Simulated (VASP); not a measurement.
A run of VASP 6.6.1 is set up as follows.

File INCAR:

```
  PREC = Accurate
  ENCUT = 600
  EDIFF = 1E-6
  ISMEAR = -1
  SIGMA = 0.05
  LREAL = False
  LASPH = True
  NELM = 120
  ALGO = Normal
  ISIF = 2
  LWAVE = False
  LCHARG = True
  GGA = PE
  LELF = True
  LVHAR = True
  NBANDS = 17
  GGA_COMPAT = False
```

The input KPOINTS:

```
regular mesh
0
Gamma
  9 9 9
```

POSCAR

```
GaF
1.0
    0.0000000000      2.5940267395      2.5940267395
    2.5940267395      0.0000000000      2.5940267395
    2.5940267395      2.5940267395      0.0000000000
Ga F
1 1
Direct
    0.2500000000      0.2500000000      0.2500000000
    0.0000000000      0.0000000000      0.0000000000
```

Potentials or basis: VASP PAW PBE potentials, release 64 (Ga_d, F).

Command:

```bash
$ cat potpaw_PBE.64/Ga_d/POTCAR potpaw_PBE.64/F/POTCAR > POTCAR
$ mpirun -np 1 vasp_std > vasp.out
```

Predict the pressure.

13.0 GPa.

Predict the band gap on the k mesh.

1.12 eV.

Caveat: the cell stands under pressure; an odd mesh through Γ misses points on the zone boundary, where band edges can lie.
